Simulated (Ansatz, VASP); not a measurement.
## Two plane-wave programs on CO2

```xyz
24
Lattice="8.8212 0.0000 0.0000 0.0000 8.8212 0.0000 0.0000 0.0000 8.8212" Properties=species:S:1:pos:R:3 pbc="T T T"
C     1.1427    8.7494    7.7870
C    -0.2345    5.4748    6.9594
C     6.6907    2.4767    6.0413
C     3.7187    0.5825    5.3803
C     4.0689    7.1769    0.7649
C     0.3362    0.3192    3.2089
C     6.1951    1.4933    1.0166
C     2.9239    4.7693    4.8107
O     1.0772    9.3723    8.7727
O     1.2161    8.1340    6.7915
O    -0.3181    5.7076    8.1032
O    -0.1481    5.2346    5.8166
O     6.1352    3.4124    6.4744
O     7.2416    1.5426    5.6018
O     4.1064    0.6545    6.4846
O     3.3393    0.5149    4.2786
O     2.9280    6.9486    0.8907
O     5.2100    7.4032    0.6288
O     0.2693   -0.8274    3.4275
O     0.3924    1.4676    2.9884
O     5.5003    1.5570    1.9559
O     6.8897    1.4327    0.0776
O     3.1649    5.7901    4.2923
O     2.6926    3.7487    5.3361
```

Alike in both runs: functional PBE; dispersion D3(BJ); k mesh 1 × 1 × 1; occupations fermi-dirac, width 0.02 eV; no spin polarisation.

Ansatz relaxed the structure, and its values are those at the end. VASP's run is a single point on that final structure, the one shown.

|  | VASP | Ansatz |
| --- | --- | --- |
| version | VASP 6.6.1 | Ansatz 0.2.0 |
| potentials or method | VASP PAW PBE potentials, release 64 (C, O), cutoff 520 eV | scalar-relativistic, plane waves, PAW |
| valence electrons in the cell | 128 | 128 |

|  | VASP | Ansatz | Ansatz less VASP |
| --- | --- | --- | --- |
| gap on the k mesh at the Fermi level (eV) | 6.31 | 6.33 | +0.019 |
| rms of the force components (eV/Å) | 0.298 | 0.019 | -0.2789 |

One of these differences is far larger than is usual between the two programs; its cause wasn't traced. Ansatz's warnings: xc potential rough in thin density.

Noted on VASP's run: the standard files for N, O and F lose accuracy on very short bonds.
